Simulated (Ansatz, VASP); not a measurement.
## In in VASP and in Ansatz

```xyz
2
Lattice="3.2733 0.0000 0.0000 -1.6367 2.8348 0.0000 0.0000 0.0000 5.3292" Properties=species:S:1:pos:R:3 pbc="T T T"
In    0.0000    1.8899    1.3323
In    1.6367    0.9449    3.9969
```

Alike in both runs: task single point; functional LDA; k mesh 12 × 12 × 7; occupations fermi-dirac, width 0.1 eV; no spin polarisation.

```csv
,VASP,Ansatz
version,VASP 6.6.1,Ansatz 0.2.0
potentials or method,"VASP PAW LDA potentials, release 64 (In_d), cutoff 520 eV","plane waves (420 eV) with PAW, scalar-relativistic"
valence electrons in the cell,26,26
```

Ansatz gave:

- pressure (GPa): 0.0
- traceless stress, the component that is largest in VASP (GPa): -0.54

Task: Estimate VASP's values.

Result: Pressure (GPa): 0.1; traceless stress, the component that is largest in VASP (GPa): -0.53.

Ansatz warns that its potentials were made for another functional, while VASP's fit it. LDA's correlation is that of Perdew and Zunger in VASP and of Perdew and Wang (1992) in Ansatz.
